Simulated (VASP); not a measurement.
Runs of VASP 6.6.1 on BN. The structure is that of space group P3m1 (No. 156), or close to it. The cells are those of the table. 

| cell | gap on the mesh (eV) | pressure (GPa) | largest force (eV/Å) |
| --- | --- | --- | --- |
| a = 2.554, b = 2.554, c = 13.681 Å, angles 90.0, 90.0, 120.0°, 12 atoms | 1.28 | -17.8 | 3.07 |
| a = 2.554, b = 2.554, c = 14.681 Å, angles 90.0, 90.0, 120.0°, 12 atoms | none | (c) | 3.62 |
| a = 2.554, b = 2.554, c = 15.681 Å, angles 90.0, 90.0, 120.0°, 12 atoms | none | -12.7 | 2.92 |
| a = 2.554, b = 2.554, c = 13.181 Å, angles 90.0, 90.0, 120.0°, 12 atoms | 3.76 | -18.5 | 1.95 |
| a = 2.554, b = 2.554, c = 12.931 Å, angles 90.0, 90.0, 120.0°, 12 atoms | 4.95 | (a) | (b) |

Alike in all rows: task single point; level LDA; potentials or basis VASP PAW LDA potentials, release 64 (B, N); no spin polarisation; k mesh 10 × 10 × 2; cutoff (eV) 520; smearing gaussian 0.05 eV.

**Question.** Fill in the values left out.

**Answer.** (a) -17.2; (b) 1.68; (c) -14.6.

Caveats: forces of over 1 eV/Å act on the atoms, so gaps and moduli don't describe the material at rest.

A k mesh can miss the band edges.

A gap of «none» marks levels without a gap at the run's occupations.
